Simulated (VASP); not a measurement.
Wanted: the native input for a VASP 6.6.1 run.

* Task: relaxation of cell and atoms
* Functional: PBE
* Potentials or basis: VASP PAW PBE potentials, release 64 (Ba_sv, Ta_pv, H)
* Cutoff: 600 eV
* k mesh: 12 × 12 × 6
* Occupations: gaussian, width 0.1 eV
* Spin: no spin polarisation
* Dipole correction: no
* Further INCAR settings: ALGO = Normal; EDIFF = 1e-06; IBRION = 2; EDIFFG = -0.01; NSW = 100; ISIF = 3

The structure of BaTaH4 lies in POSCAR:

```
BaTaH4
1.0
    3.0055845550      0.0000000000      0.0000000000
    0.0000000000      3.2663968914      0.0000000000
    0.0000000000      0.0000000000      6.8217074427
Ba Ta H
1 1 4
Direct
    0.0000000000      0.0000000000      0.9733305381
    0.0000000000      0.5000000000      0.4527578396
    0.5000000000      0.0000000000      0.3716813076
    0.5000000000      0.5000000000      0.8489650471
    0.5000000000      0.5000000000      0.2436728839
    0.5000000000      0.0000000000      0.6095923837
```

The input as run:

INCAR

```
SYSTEM = BaTaH4
PREC = Accurate
ENCUT = 600
EDIFF = 1E-6
ISMEAR = 0
SIGMA = 0.1
LREAL = .False.
LASPH = .True.
NELM = 80
ALGO = Normal
ISIF = 3
LWAVE = .False.
LCHARG = .False.
GGA = PE
IBRION = 2
NSW = 100
EDIFFG = -0.01
```

KPOINTS

```
regular mesh
0
Gamma
  12 12 6
  0 0 0
```

Potentials or basis: VASP PAW PBE potentials, release 64 (Ba_sv, Ta_pv, H).

Run with:

```sh
$ cat potpaw_PBE.64/Ba_sv/POTCAR potpaw_PBE.64/Ta_pv/POTCAR potpaw_PBE.64/H/POTCAR > POTCAR
$ mpirun -np 1 vasp_std > vasp.out
```

Results of the run:

```json
{"Relaxed volume": "11.39 Å³/atom", "Relaxed cell": "a = 3.023 Å, b = 3.306 Å, c = 6.836 Å, α = 90.00°, β = 90.00°, γ = 90.00°", "Space group after relaxing (to 0.1 Å)": "Pmm2 (No. 25)", "Energy gained by relaxing": "2.5 meV/atom", "Ionic steps": "15", "Pressure after relaxing": "0.0 GPa", "Largest force after relaxing": "0.009 eV/Å", "Band gap on the k mesh": "zero (an odd number of electrons rules out a gap without spin polarisation)"}
```

Caveat: spin-orbit coupling is left out, which moves the levels of the heavy elements.

It took 30 min on 1 thread of Intel Xeon 8259CL (shared host), peak memory 0.46 GiB.
